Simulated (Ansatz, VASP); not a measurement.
**Hg: VASP beside Ansatz**

Contents of INCAR:

```
SYSTEM = Hg
PREC = Accurate
ENCUT = 520
EDIFF = 1E-6
ISMEAR = 0
SIGMA = 0.1
LREAL = .FALSE.
LASPH = .TRUE.
NELM = 80
ALGO = Normal
ISIF = 2
LWAVE = .FALSE.
LCHARG = .TRUE.
GGA = PE
LELF = .TRUE.
LVHAR = .TRUE.
NBANDS = 19
```

KPOINTS

```
Automatic mesh
0
G
  6 6 6
  0 0 0
```

POSCAR

```
Hg
1.0
    4.8080760400      0.0000000000      0.0000000000
   -2.4040380200      4.1639160000      0.0000000000
    0.0000000000      0.0000000000      3.0309898700
Hg
2
Direct
    0.3333333300      0.6666666700      0.5000000000
    0.6666666700      0.3333333300      0.5000000000
```

Input for Ansatz:

```yaml
crystal:
  lattice:
    - [4.80807604, 0.0, 0.0]
    - [-2.40403802, 4.163916, 0.0]
    - [0.0, 0.0, 3.03098987]
  atoms:
    - { symbol: Hg, position: [0.33333333, 0.66666667, 0.5] }
    - { symbol: Hg, position: [0.66666667, 0.33333333, 0.5] }
basis:
  ecutwfc: 420
kpoints:
  mp_grid: { grid: [6, 6, 6] }
hamiltonian:
  xc: pbe
scf:
  occupations: { method: gaussian, width: 0.1 }
  lower_state_search: "off"
output:
  forces: true
  stress: true
  eigenvalues: true
```

Alike in both runs: task single point; functional PBE; k mesh 6 × 6 × 6; occupations gaussian, width 0.1 eV; no spin polarisation.

|  | VASP | Ansatz |
| --- | --- | --- |
| version | VASP 6.6.1 | Ansatz 0.2.0 |
| potentials or method | VASP PAW PBE potentials, release 64 (Hg), cutoff 520 eV | scalar-relativistic, plane waves, PAW |
| valence electrons in the cell | 24 | 40 |

|  | VASP | Ansatz | Ansatz less VASP |
| --- | --- | --- | --- |
| gap on the k mesh at the Fermi level (eV) | none | none | - |
| pressure (GPa) | 6.2 | 5.9 | -0.38 |
| traceless stress, the component that is largest in VASP (GPa) | -2.00 | -1.84 | +0.164 |

A gap of «none» marks a metal or a gap that the smearing closes. VASP's potentials hold 24 valence electrons a cell and Ansatz's 40, so a difference there can come from the potentials and not from the codes.

Spin-orbit coupling is off throughout.
